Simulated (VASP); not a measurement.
Wanted: the native input for a VASP 6.6.1 run.

```yaml
Task: single point
Functional: PBE
Potentials_or_basis: VASP PAW PBE potentials, release 64 (Sr_sv, V_sv, O)
Cutoff: 520 eV
k_mesh: 9 × 9 × 9
Occupations: fermi-dirac, width 0.05 eV
Spin: collinear spin, ferromagnetic start
Starting_moments: "[0.0, 1.0, 0.0, 0.0, 0.0] μB"
Dipole_correction: no
Further_INCAR_settings: ALGO = Normal; EDIFF = 1e-06; NBANDS = 32
```

The structure of SrVO3 lies in POSCAR:

```
SrVO3
1.0
    3.8409000000      0.0000000000      0.0000000000
    0.0000000000      3.8409000000      0.0000000000
    0.0000000000      0.0000000000      3.8409000000
Sr V O
1 1 3
Direct
    0.5000000000      0.5000000000      0.5000000000
    0.0000000000      0.0000000000      0.0000000000
    0.5000000000      0.0000000000      0.0000000000
    0.0000000000      0.5000000000      0.0000000000
    0.0000000000      0.0000000000      0.5000000000
```

One way to write it, as run:

INCAR

```
SYSTEM = SrVO3
PREC = Accurate
ENCUT = 520
EDIFF = 1E-6
ISMEAR = -1
SIGMA = 0.05
LREAL = .False.
LASPH = .True.
NELM = 150
ALGO = Normal
ISIF = 2
LWAVE = .False.
LCHARG = .True.
ISPIN = 2
MAGMOM = 0 1 0 0 0
LORBIT = 11
LMAXMIX = 4
GGA = PE
LELF = .True.
LVHAR = .True.
NBANDS = 32
```

KPOINTS

```
regular mesh
0
Gamma
  9 9 9
  0 0 0
```

Potentials or basis: VASP PAW PBE potentials, release 64 (Sr_sv, V_sv, O).

Run with:

```bash
$ cat potpaw_PBE.64/Sr_sv/POTCAR potpaw_PBE.64/V_sv/POTCAR potpaw_PBE.64/O/POTCAR > POTCAR
$ mpirun -np 1 vasp_std > vasp.out
```

It gave:

| Property | Result |
| --- | --- |
| Pressure | 3.5 GPa |
| Net moment | 0.33 μB per cell |
| Site moments | Sr +0.00; V +0.31; O -0.00 μB |
| Valence electrons inside the program's atomic spheres | Sr 8.02; V 11.59; O 5.05 |

Wall time 2.2 min on 1 thread of Intel Xeon 6975P-C, on a shared host, peak memory 0.26 GiB.
